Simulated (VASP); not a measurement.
Input of a VASP 6.6.1 run:

The input INCAR:

```
PREC = Accurate
ENCUT = 600
EDIFF = 1E-6
ISMEAR = -1
SIGMA = 0.01
LREAL = F
LASPH = T
NELM = 120
ALGO = Normal
ISIF = 2
LWAVE = F
LCHARG = F
GGA = PE
NBANDS = 11
GGA_COMPAT = F
```

The input KPOINTS:

```
Automatic mesh
0
Gamma
  14 14 14
```

POSCAR

```
C
1.0
    0.0000000000      1.7833600000      1.7833600000
    1.7833600000      0.0000000000      1.7833600000
    1.7833600000      1.7833600000      0.0000000000
C
2
Direct
    0.5000000000      0.5000000000      0.5000000000
    0.7500000000      0.7500000000      0.7500000000
```

Potentials or basis: VASP PAW PBE potentials, release 64 (C).

Command:

```bash
$ cat potpaw_PBE.64/C/POTCAR > POTCAR
$ mpirun -np 1 vasp_std > vasp.out
```

Task: Predict the band gap on the k mesh.

Result: 4.13 eV, indirect (least direct gap 5.59 eV).

Task: Predict the pressure.

Result: 1.8 GPa.

A k mesh can miss the band edges. A hybrid or GW would open this gap; PBE tends to underestimate it.
